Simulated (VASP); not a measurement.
Input of a VASP 6.6.1 run:

The input INCAR:

```
SYSTEM = Ga
  PREC = Accurate
  ENCUT = 600
  EDIFF = 1E-6
  ISMEAR = 0
  SIGMA = 0.1
  LREAL = .False.
  LASPH = .True.
  NELM = 100
  ALGO = Fast
  ISIF = 3
  LWAVE = .False.
  LCHARG = .False.
  GGA = PS
  IBRION = 2
  NSW = 100
  EDIFFG = -0.01
```

The input KPOINTS:

```
regular mesh
0
Gamma
  8 8 8
  0 0 0
```

File POSCAR:

```
Ga
1.0
    5.2569236677      0.0000000000      0.0000000000
    0.0000000000      5.2569236677      0.0000000000
    0.0000000000      0.0000000000      5.2569236677
Ga
8
Direct
    0.5000000000      0.5000000000      0.5000000000
    0.0000000000      0.0000000000      0.0000000000
    0.2500000000      0.0000000000      0.5000000000
    0.5000000000      0.2500000000      0.0000000000
    0.5000000000      0.7500000000      0.0000000000
    0.7500000000      0.0000000000      0.5000000000
    0.0000000000      0.5000000000      0.7500000000
    0.0000000000      0.5000000000      0.2500000000
```

Potentials or basis: VASP PAW PBE potentials, release 64 (Ga_d).

The run is started by

```sh
$ cat potpaw_PBE.64/Ga_d/POTCAR > POTCAR
$ mpirun -np 1 vasp_std > vasp.out
```

What does it give for the band gap on the k mesh?

Zero (bands 52 and 53 overlap by 4.07 eV).

Final structure:
```xyz
8
Lattice="5.2569 0.0000 0.0000 0.0000 5.2569 0.0000 0.0000 0.0000 5.2569" Properties=species:S:1:pos:R:3 pbc="T T T"
Ga    2.6285    2.6285    2.6285
Ga    0.0000    0.0000    0.0000
Ga    1.3142    0.0000    2.6285
Ga    2.6285    1.3142    0.0000
Ga    2.6285    3.9427    0.0000
Ga    3.9427    0.0000    2.6285
Ga    0.0000    2.6285    3.9427
Ga    0.0000    2.6285    1.3142
```

Caveat: the relaxation stopped at its first step, so nothing moved.
